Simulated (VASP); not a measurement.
The system is Pb.

```
CELL_PARAMETERS angstrom
-2.00571 2.00571 2.00571
2.00571 -2.00571 2.00571
2.00571 2.00571 -2.00571
ATOMIC_POSITIONS crystal
Pb 0.00000 0.00000 0.00000
```

This isn't the form of Pb at room conditions, which is fcc.

Program: VASP 6.6.1. Alike in all runs: task single point; no spin polarisation; cell as given.

Q: Order these runs on this cell by their pressure, lowest first.
A. level pbe exchange, pbesol correlation; potentials or basis VASP PAW PBE potentials, release 64 (Pb_d); k mesh 9 × 9 × 9; cutoff (eV) 500; smearing gaussian 0.01 eV
B. level LDA; potentials or basis VASP PAW LDA potentials, release 64 (Pb_d); k mesh 9 × 9 × 9; cutoff (eV) 520; smearing fermi-dirac 0.05 eV
C. level HSE06; potentials or basis VASP PAW PBE potentials, release 64 (Pb_d); k mesh 6 × 6 × 6; cutoff (eV) 520; smearing fermi-dirac 0.05 eV; grid for exact exchange (PRECFOCK) Normal; share of exact exchange 0.25; screening parameter 0.2079 1/Å

A: B (-4.5 GPa), C (-2.0 GPa), A (-0.4 GPa).

Caveats: some runs use coarse meshes; the PAW data sets were made with another functional, which shifts forces and pressure a little (at least some runs); the cell stands under tension (at least some runs).
